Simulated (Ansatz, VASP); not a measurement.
# Two plane-wave programs on SrTiO3

The input INCAR:

```
SYSTEM = SrTiO3
PREC = Accurate
ENCUT = 520
EDIFF = 1E-6
ISMEAR = 0
SIGMA = 0.02
LREAL = .False.
LASPH = .True.
NELM = 100
ALGO = Normal
ISIF = 2
LWAVE = .False.
LCHARG = .False.
GGA = PE
NBANDS = 28
```

The input KPOINTS:

```
Automatic mesh
0
Gamma
  8 8 8
  0 0 0
```

The input POSCAR:

```
SrTiO3
1.0
    3.8560467886      0.0000000000      0.0000000000
    0.0000000000      3.8560467886      0.0000000000
    0.0000000000      0.0000000000      3.8560467886
Sr Ti O
1 1 3
Direct
    0.5000000000      0.5000000000      0.5000000000
    0.0000000000      0.0000000000      0.0000000000
    0.5000000000      0.0000000000      0.0000000000
    0.0000000000      0.5000000000      0.0000000000
    0.0000000000      0.0000000000      0.5000000000
```

Input for Ansatz:

```yaml
crystal:
  lattice:
    - [3.8560467886, 0.0, 0.0]
    - [0.0, 3.8560467886, 0.0]
    - [0.0, 0.0, 3.8560467886]
  atoms:
    - { symbol: Sr, position: [0.5, 0.5, 0.5] }
    - { symbol: Ti, position: [0.0, 0.0, 0.0] }
    - { symbol: O, position: [0.5, 0.0, 0.0] }
    - { symbol: O, position: [0.0, 0.5, 0.0] }
    - { symbol: O, position: [0.0, 0.0, 0.5] }
basis:
  ecutwfc: 420
kpoints:
  mp_grid: { grid: [8, 8, 8] }
hamiltonian:
  xc: pbe
scf:
  occupations: { method: gaussian, width: 0.02 }
output:
  forces: true
  stress: true
  eigenvalues: true
```

Alike in both runs: task single point; functional PBE; k mesh 8 × 8 × 8; occupations gaussian, width 0.02 eV; no spin polarisation.

```csv
,VASP,Ansatz
version,VASP 6.6.1,Ansatz 0.2.0
potentials or method,"VASP PAW PBE potentials, release 64 (Sr_sv, Ti_sv, O), cutoff 520 eV","scalar-relativistic, plane waves, PAW"
valence electrons in the cell,40,40
```

```tsv
	VASP	Ansatz	Ansatz less VASP
gap on the k mesh at the Fermi level (eV)	1.93	1.96	+0.034
least direct gap on the mesh (eV)	2.26	2.28	+0.022
pressure (GPa)	12.8	12.1	-0.72
```
